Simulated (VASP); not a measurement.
Input of a VASP 6.6.1 run:

POSCAR

```
NaH
1.0
    0.0000000000      2.3975116394      2.3975116394
    2.3975116394      0.0000000000      2.3975116394
    2.3975116394      2.3975116394      0.0000000000
Na H
1 1
Direct
    0.0000000000      0.0000000000      0.0000000000
    0.5000000000      0.5000000000      0.5000000000
```

INCAR.step1

```
PREC = Accurate ; ENCUT = 500
EDIFF = 1E-8 ; ISMEAR = 0
SIGMA = 0.01 ; LREAL = False
LASPH = True ; NELM = 80
ALGO = Normal ; LWAVE = True
LCHARG = False ; METAGGA = R2SCAN
LMIXTAU = True
```

The input INCAR.step2:

```
PREC = Accurate ; ENCUT = 500
EDIFF = 1E-8 ; ISMEAR = 0
SIGMA = 0.01 ; LREAL = False
LASPH = True ; NELM = 1
ALGO = Exact ; LWAVE = True
LCHARG = False ; METAGGA = R2SCAN
LMIXTAU = True ; NBANDS = 108
LOPTICS = True ; ISTART = 1
```

File INCAR.step3:

```
PREC = Accurate ; ENCUT = 500
EDIFF = 1E-8 ; ISMEAR = 0
SIGMA = 0.01 ; LREAL = False
LASPH = True ; ALGO = EVGW0
LWAVE = False ; LCHARG = False
METAGGA = R2SCAN ; LMIXTAU = True
NELMGW = 1 ; NBANDS = 108
ENCUTGW = 140.0 ; NOMEGA = 96
PRECFOCK = Fast ; ISTART = 1
NBANDSGW = 13 ; OMEGAMAX = 20
```

Contents of KPOINTS:

```
regular mesh
0
Gamma
  4 4 4
```

Potentials or basis: VASP PAW PBE potentials, release 64 (Na_sv_GW, H_GW).

The run is started by

```console
$ cat potpaw_PBE.64/Na_sv_GW/POTCAR potpaw_PBE.64/H_GW/POTCAR > POTCAR
$ cp INCAR.step1 INCAR
$ mpirun -np 1 vasp_std > vasp.out
$ cp INCAR.step2 INCAR
$ mpirun -np 1 vasp_std > vasp.out
$ cp INCAR.step3 INCAR
$ mpirun -np 1 vasp_std > vasp.out
```

(1) Estimate the quasiparticle gap.

(2) Estimate the least direct quasiparticle gap.

(3) What does it give for the least direct gap of the starting levels on the mesh?

## Answers

(1) 6.45 eV.

(2) 7.38 eV.

(3) 5.08 eV.

Caveat: the k points lie up to 0.57 Å⁻¹ apart; bands, screening cutoff and mesh are small and nothing is extrapolated, so the quasiparticle values aren't converged.
